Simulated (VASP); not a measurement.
# Pb (Fm-3m) in VASP: a series of runs

Runs on Pb. Level: BLYP. Tasks: single point.

Everything below comes from runs of VASP 6.6.1. Logs are shortened: lines on timing, memory, paths and dates and some standing lists are left out, and cuts for length are marked.

## Step 1: The cell of the first run

The structure is cubic, space group Fm-3m (No. 225). Conventional cell: a = 4.983 Å, b = 4.983 Å, c = 4.983 Å, α = 90.00°, β = 90.00°, γ = 90.00°. Pb (site symmetry m-3m) has 12 Pb at 3.52 Å within 4.6 Å.

## Step 2: Single point, BLYP

INCAR

```
PREC = Accurate ; ENCUT = 520
EDIFF = 1E-6 ; ISMEAR = -1
SIGMA = 0.05 ; LREAL = F
LASPH = T ; NELM = 100
ALGO = Normal ; ISIF = 2
LWAVE = F ; LCHARG = T
GGA = B5 ; ALDAX = 1.0
AGGAX = 1.0 ; AGGAC = 1.0
ALDAC = 0.0 ; LELF = T
LVHAR = T ; NBANDS = 13
```

KPOINTS

```
Automatic mesh
0
Gamma
  9 9 9
```

POSCAR

```
Pb
1.0
    0.0000000000      2.4914113386      2.4914113386
    2.4914113386      0.0000000000      2.4914113386
    2.4914113386      2.4914113386      0.0000000000
Pb
1
Direct
    0.0000000000      0.0000000000      0.0000000000
```

Potentials or basis: VASP PAW PBE potentials, release 64 (Pb_d).

The run is started by

```bash
$ cat potpaw_PBE.64/Pb_d/POTCAR > POTCAR
$ mpirun -np 1 vasp_std > vasp.out
```

OUTCAR:

```text
PREC = Accurate
   ENCUT = 520
   EDIFF = 1E-6
   ISMEAR = -1
   LREAL = F
   LASPH = T
   NELM = 100
   ISIF = 2
   GGA = B5

 ion  position               nearest neighbor table
   1  0.000  0.000  0.000-

  LATTYP: Found a face centered cubic cell.
 ALAT       =     4.9828226772

  Lattice vectors:

 A1 = (   0.0000000000,   2.4914113386,   2.4914113386)
 A2 = (   2.4914113386,   0.0000000000,   2.4914113386)
 A3 = (   2.4914113386,   2.4914113386,   0.0000000000)

Analysis of symmetry for initial positions (statically):
[... 5 lines left out ...]
 face centered cubic supercell.

 Subroutine GETGRP returns: Found 48 space group operations
 (whereof 48 operations were pure point group operations)
 out of a pool of 48 trial point group operations.

The static configuration has the point symmetry O_h .

Analysis of symmetry for dynamics (positions and initial velocities):
[... 5 lines left out ...]
 face centered cubic supercell.

 Subroutine GETGRP returns: Found 48 space group operations
 (whereof 48 operations were pure point group operations)
 out of a pool of 48 trial point group operations.

The dynamic configuration has the point symmetry O_h .

 Subroutine INISYM returns: Found 48 space group operations
 (whereof 48 operations are pure point group operations),
 and found     1 'primitive' translations

----------------------------------------------------------------------------------------

                                     Primitive cell

  volume of cell :      30.9290

  direct lattice vectors                    reciprocal lattice vectors
     0.000000000  2.491411339  2.491411339    -0.200689462  0.200689462  0.200689462
     2.491411339  0.000000000  2.491411339     0.200689462 -0.200689462  0.200689462
     2.491411339  2.491411339  0.000000000     0.200689462  0.200689462 -0.200689462

  length of vectors
     3.523387704  3.523387704  3.523387704     0.347604344  0.347604344  0.347604344

  position of ions in fractional coordinates (direct lattice)
     0.000000000  0.000000000  0.000000000

  ion indices of the primitive-cell ions
   primitive index   ion index
                 1           1

----------------------------------------------------------------------------------------

 KPOINTS: Automatic mesh

Automatic generation of k-mesh.
 Grid dimensions read from file:
 generate k-points for:    9    9    9

 Generating k-lattice:

  Cartesian coordinates                     Fractional coordinates (reciprocal lattice)
    -0.022298829  0.022298829  0.022298829     0.111111111  0.000000000  0.000000000
     0.022298829 -0.022298829  0.022298829     0.000000000  0.111111111  0.000000000
     0.022298829  0.022298829 -0.022298829     0.000000000  0.000000000  0.111111111

  Length of vectors
     0.038622705  0.038622705  0.038622705

  Shift w.r.t. Gamma in fractional coordinates (k-lattice)
     0.000000000  0.000000000  0.000000000

 Subroutine IBZKPT returns following result:
 ===========================================

 Found     35 irreducible k-points:

 Following reciprocal coordinates:
            Coordinates               Weight
  0.000000  0.000000  0.000000      1.000000
  0.111111  0.000000  0.000000      8.000000
  0.222222  0.000000  0.000000      8.000000
  0.333333  0.000000  0.000000      8.000000
  0.444444  0.000000  0.000000      8.000000
  0.111111  0.111111  0.000000      6.000000
[... 16 lines left out ...]
 -0.333333  0.333333  0.000000     12.000000
  0.444444  0.444444  0.000000      6.000000
 [... further k-points ...]
   k-points           NKPTS =     35   k-points in BZ     NKDIM =     35   number of bands    NBANDS=     13
   number of dos      NEDOS =    301   number of ions     NIONS =      1
   total plane-waves  NPLWV =  21952
   dimension x,y,z NGX =    28 NGY =   28 NGZ =   28
   dimension x,y,z NGXF=    56 NGYF=   56 NGZF=   56
   ions per type =               1
   NGX,Y,Z   is equivalent  to a cutoff of  13.21, 13.21, 13.21 a.u.
   NGXF,Y,Z  is equivalent  to a cutoff of  26.42, 26.42, 26.42 a.u.
 SYSTEM =  unknown system
   PREC   = accura    normal or accurate (medium, high low for compatibility)
   ISTART =      0    job   : 0-new  1-cont  2-samecut
   ICHARG =      2    charge: 1-file 2-atom 10-const
   ISPIN  =      1    spin polarized calculation?
   LNONCOLLINEAR =      F non collinear calculations
   LSORBIT =      F    spin-orbit coupling
   LASPH  =      T    aspherical Exc in radial PAW
   ENCUT  =  520.0 eV  38.22 Ry    6.18 a.u.   6.55  6.55  6.55*2*pi/ulx,y,z
   NELM   =    100;   NELMIN=  2; NELMDL= -5     # of ELM steps
   EDIFF  = 0.1E-05   stopping-criterion for ELM
   LREAL  =      F    real-space projection
   EDIFFG = 0.1E-04   stopping-criterion for IOM
   NSW    =      0    number of steps for IOM
   IBRION =     -1    ionic relax: 0-MD 1-quasi-New 2-CG
   NFREE  =      0    steps in history (QN), initial steepest desc. (CG)
   ISIF   =      2    stress and relaxation
   ISYM   =      2    0-nonsym 1-usesym 2-fastsym
   POTIM  = 0.5000    time-step for ionic-motion
   TEBEG  =    0.0;   TEEND  =   0.0 temperature during run
   PSTRESS=    0.0 pullay stress
   NELECT =      14.0000    total number of electrons
   NUPDOWN=      -1.0000    fix difference up-down
   EMIN   =  10.00;   EMAX   =-10.00  energy-range for DOS
   EFERMI =   0.00;   METHOD = LEGACY
   ISMEAR =    -1;   SIGMA  =   0.05  broadening in eV -4-tet -1-fermi 0-gaus
   EFERMI_NEDOS =   21; number of points for ismear=-14 and -15
   IALGO  =     38    algorithm
   IMIX   =      4    mixing-type and parameters
     AMIX     =   0.40;   BMIX     =  1.00
     AMIX_MAG =   1.60;   BMIX_MAG =  1.00
  volume/ion in A,a.u.               =      30.93       208.72
  Fermi-wavevector in a.u.,A,eV,Ry     =   1.256981  2.375350 21.497225  1.580001
  Thomas-Fermi vector in A             =   2.390662
   LORBIT       =      0    0 simple, 1 ext, 2 COOP (PROOUT), +10 PAW based schemes
   GGA     = B5    functional components
   LHFCALC =     F    Hartree Fock is set to
   AEXX    =    0.0000 exact exchange contribution
   IVDW    =     0    specifies the selected vdW correction
   LEPSILON=     F    determine dielectric tensor
   LRPA    =     F    only Hartree local field effects (RPA)
 non-spin polarized calculation
  energy-cutoff  :      520.00
  volume of cell :       30.93
 maximum number of plane-waves:       869
 NGX is ok and might be reduce to    28
   NGX = 13   NGY = 13   NGZ = 13

 number of electron      14.0000000 magnetization

 Free energy of the ion-electron system (eV)
  ---------------------------------------------------
  ext. energy  EPLUGINS =         0.00000000
  ---------------------------------------------------
  free energy    TOTEN  =        -2.83486515 eV

  energy without entropy =       -2.83142951  energy(sigma->0) =       -2.83314733

 E-fermi :   7.4377     XC(G=0):  -9.5019

 val. band max:        7.2207137160   @ k =  -0.3333   0.3333   0.1111
 cond. band min:       7.4475637587   @ k =   0.3333   0.3333   0.0000
 fundamental gap:      0.2268500427
 Fermi energy:         7.4377237317

 k-point     1 :       0.0000    0.0000    0.0000
  band No.  band energies     occupation
      1      -9.5114      2.00000
      2      -9.5114      2.00000
      3      -9.5114      2.00000
      4      -9.3773      2.00000
      5      -9.3773      2.00000
      6      -4.1031      2.00000
      7      14.6334      0.00000
      8      14.6334      0.00000
      9      14.6334      0.00000
     10      17.5925      0.00000
     11      19.1125      0.00000
     12      20.0213      0.00000
     13      20.0213      0.00000

 k-point     2 :       0.1111    0.0000    0.0000
  band No.  band energies     occupation
      1      -9.5115      2.00000
      2      -9.4956      2.00000
      3      -9.4956      2.00000
      4      -9.3772      2.00000
      5      -9.3772      2.00000
      6      -3.8723      2.00000
      7      12.4371      0.00000
      8      14.3681      0.00000
      9      14.3681      0.00000
     10      17.1547      0.00000
     11      20.0264      0.00000
     12      20.4845      0.00000
     13      20.4845      0.00000

 k-point     3 :       0.2222    0.0000    0.0000
  band No.  band energies     occupation
      1      -9.5150      2.00000
      2      -9.4768      2.00000
      3      -9.4768      2.00000
      4      -9.3553      2.00000
      5      -9.3553      2.00000
      6      -3.1838      2.00000
      7       9.0916      0.00000
      8      13.7934      0.00000
      9      13.7934      0.00000
     10      16.7953      0.00000
     11      19.5919      0.00000
     12      20.1752      0.00000
     13      20.1752      0.00000

 k-point     4 :       0.3333    0.0000    0.0000
  band No.  band energies     occupation
      1      -9.5242      2.00000
      2      -9.4856      2.00000
      3      -9.4856      2.00000
      4      -9.2988      2.00000
      5      -9.2988      2.00000
      6      -2.0898      2.00000
      7       6.0723      2.00000
      8      13.2369      0.00000
      9      13.2369      0.00000
     10      16.7034      0.00000
     11      18.3142      0.00000
     12      19.3177      0.00000
     13      19.3177      0.00000

 k-point     5 :       0.4444    0.0000    0.0000
  band No.  band energies     occupation
      1      -9.5326      2.00000
      2      -9.4981      2.00000
      3      -9.4981      2.00000
      4      -9.2544      2.00000
      5      -9.2544      2.00000
      6      -0.9109      2.00000
      7       3.9054      2.00000
      8      12.9068      0.00000
      9      12.9068      0.00000
     10      16.9031      0.00000
     11      17.4259      0.00000
     12      18.8783      0.00000
     13      18.8783      0.00000
[... 257 lines left out ...]
 k-point    22 :      -0.4444    0.3333    0.0000
  band No.  band energies     occupation
      1      -9.5954      2.00000
      2      -9.4970      2.00000
      3      -9.3191      2.00000
      4      -9.2987      2.00000
      5      -9.2424      2.00000
      6       0.3834      2.00000
      7       5.2106      2.00000
      8       7.1881      1.98651
      9      10.3147      0.00000
     10      14.2436      0.00000
     11      18.2457      0.00000
     12      23.5763      0.00000
     13      23.7708      0.00000

 k-point    23 :      -0.3333    0.3333    0.0000
  band No.  band energies     occupation
      1      -9.5609      2.00000
      2      -9.4093      2.00000
      3      -9.3656      2.00000
      4      -9.3453      2.00000
      5      -9.2848      2.00000
      6       0.2430      2.00000
      7       5.8539      2.00000
      8       6.0906      2.00000
      9      11.0639      0.00000
     10      14.7272      0.00000
     11      21.2964      0.00000
     12      22.8898      0.00000
     13      22.9366      0.00000

 k-point    24 :       0.4444    0.4444    0.0000
  band No.  band energies     occupation
      1      -9.6596      2.00000
      2      -9.5696      2.00000
      3      -9.2620      2.00000
      4      -9.2250      2.00000
      5      -9.2250      2.00000
      6       0.2733      2.00000
      7       4.9104      2.00000
      8       9.6138      0.00000
      9       9.6138      0.00000
     10      13.3550      0.00000
     11      14.4637      0.00000
     12      25.6512      0.00000
     13      27.3272      0.00000

 [... further k-points ...]
[... 5 lines left out ...]
  --------------------------------------------------------------------------------------
  -------------------------------------------------------------------------------------
  Total        0.9428748      0.9428748      0.9428748     -0.0000000     -0.0000000      0.0000000
  in kB       48.8425459     48.8425459     48.8425459     -0.0000000     -0.0000000      0.0000000
  external PRESSURE =      48.8425459 kB  Pullay stress =       0.0000000 kB

 VOLUME and BASIS-vectors are now :
 -----------------------------------------------------------------------------
  energy-cutoff  :      520.00
  volume of cell :       30.93
      direct lattice vectors                 reciprocal lattice vectors
     0.000000000  2.491411339  2.491411339    -0.200689462  0.200689462  0.200689462
     2.491411339  0.000000000  2.491411339     0.200689462 -0.200689462  0.200689462
     2.491411339  2.491411339  0.000000000     0.200689462  0.200689462 -0.200689462

 POSITION                                       TOTAL-FORCE (eV/Angst)
 -----------------------------------------------------------------------------------
      0.00000      0.00000      0.00000        -0.000000      0.000000     -0.000000
 -----------------------------------------------------------------------------------
    total drift:                               -0.000000     -0.000000     -0.000000

  FREE ENERGIE OF THE ION-ELECTRON SYSTEM (eV)
  ---------------------------------------------------
  free  energy   TOTEN  =        -2.8348651493 eV

  energy  without entropy=       -2.8314295102  energy(sigma->0) =       -2.83314733
```

Run time: 21 s. Hardware: 1 thread of Intel Xeon Platinum 8259CL at 2.50GHz (Skylake/Cascade Lake), shared host; peak memory 0.16 GiB.

What came out:

* Free energy: -2.8349 eV
* Pressure: 4.9 GPa
* Band gap on the k mesh: zero (band 7 reaches 14.63 eV, above the bottom of band 8 at 6.09 eV)

Levels at points of the mesh, in eV from the Fermi level:
| k point | band 4 | band 5 | band 6 | band 7 | band 8 | band 9 | band 10 | band 11 |
| --- | --- | --- | --- | --- | --- | --- | --- | --- |
| (0.00, 0.00, 0.00) | -16.82 | -16.82 | -11.54 | 7.20 | 7.20 | 7.20 | 10.15 | 11.67 |

Caveat: the PAW data sets were made with another functional, which shifts forces and pressure a little; spin-orbit coupling is left out, which moves the levels of the heavy elements.

## Step 3: Single point, BLYP

This run uses another cell than the first one, of 31.54 Å³/atom, 1.020 times its volume.

INCAR

```
SYSTEM = Pb
PREC = Accurate
ENCUT = 520
EDIFF = 1E-6
ISMEAR = -1
SIGMA = 0.05
LREAL = .False.
LASPH = .True.
NELM = 80
ALGO = Normal
ISIF = 2
LWAVE = .False.
LCHARG = .False.
GGA = B5
ALDAX = 1.0
AGGAX = 1.0
AGGAC = 1.0
ALDAC = 0.0
NBANDS = 13
```

KPOINTS

```
regular mesh
0
Gamma
  9 9 9
  0 0 0
```

POSCAR

```
Pb
1.0
    0.0000000000      2.5075897876      2.5075897876
    2.5075897876      0.0000000000      2.5075897876
    2.5075897876      2.5075897876      0.0000000000
Pb
1
Direct
    0.0000000000      0.0000000000      0.0000000000
```

Potentials or basis: VASP PAW PBE potentials, release 64 (Pb_d).

The run is started by

```bash
$ cat potpaw_PBE.64/Pb_d/POTCAR > POTCAR
$ mpirun -np 1 vasp_std > vasp.out
```

It took 20 s on 1 thread of Intel Xeon Platinum 8259CL at 2.50GHz (Skylake/Cascade Lake), shared host; peak memory 0.15 GiB.

The run converged. Its results:

```
Free energy            : -2.8517 eV
Pressure               : 3.9 GPa
Band gap on the k mesh : zero (band 7 reaches 14.27 eV, above the bottom of band 8 at 5.91 eV)
```

Levels at points of the mesh, in eV from the Fermi level:
```tsv
k point	band 3	band 4	band 5	band 6	band 7	band 8	band 9	band 10	band 11	band 12
(0.00, 0.00, 0.00)	-16.94	-16.81	-16.81	-11.42	7.04	7.04	7.04	10.14	11.42	12.44
```

Caveat: the PAW data sets were made with another functional, which shifts forces and pressure a little; spin-orbit coupling is left out, which moves the levels of the heavy elements.
